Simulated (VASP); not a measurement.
Set up this calculation in VASP 6.6.1, as the native input.

- Task: single point
- Functional: PBE
- Potentials or basis: VASP PAW PBE potentials, release 64 (Zn, In_d, Cl)
- Cutoff: 520 eV
- k mesh: 4 × 4 × 4
- Occupations: gaussian, width 0.1 eV
- Spin: no spin polarisation
- Dipole correction: no
- Further INCAR settings: ALGO = Normal; EDIFF = 1e-06; NBANDS = 42

The structure of ZnIn2Cl4 lies in POSCAR:

```
ZnIn2Cl4
1.0
   -3.3477839300      3.3477839300      4.3197213400
    3.3477839300     -3.3477839300      4.3197213400
    3.3477839300      3.3477839300     -4.3197213400
Zn In Cl
1 2 4
Direct
    0.0000000000      0.0000000000      0.0000000000
    0.7500000000      0.2500000000      0.5000000000
    0.2500000000      0.7500000000      0.5000000000
    0.2140000000      0.2140000000      0.4280000000
    0.2140000000      0.7860000000      0.0000000000
    0.7860000000      0.7860000000      0.5720000000
    0.7860000000      0.2140000000      0.0000000000
```

These files were run (other wordings do the same):

INCAR

```
PREC = Accurate
ENCUT = 520
EDIFF = 1E-6
ISMEAR = 0
SIGMA = 0.1
LREAL = False
LASPH = True
NELM = 100
ALGO = Normal
ISIF = 2
LWAVE = False
LCHARG = False
GGA = PE
NBANDS = 42
```

KPOINTS

```
Automatic mesh
0
Gamma
  4 4 4
```

Potentials or basis: VASP PAW PBE potentials, release 64 (Zn, In_d, Cl).

Launch:

```sh
$ cat potpaw_PBE.64/Zn/POTCAR potpaw_PBE.64/In_d/POTCAR potpaw_PBE.64/Cl/POTCAR > POTCAR
$ mpirun -np 1 vasp_std > vasp.out
```

Results of the run:

* Pressure: 14.0 GPa
* Largest force: 5.511 eV/Å
* Band gap on the k mesh: 2.51 eV, indirect (least direct gap 2.77 eV)

Caveat: spin-orbit coupling is left out, which moves the levels of the heavy elements; forces of over 1 eV/Å act on the atoms, so gaps and moduli don't describe the material at rest.

It took 110 s on 1 thread of Intel(R) Xeon(R) Platinum 8488C (Sapphire Rapids), with other jobs on the host, peak memory 0.36 GiB.
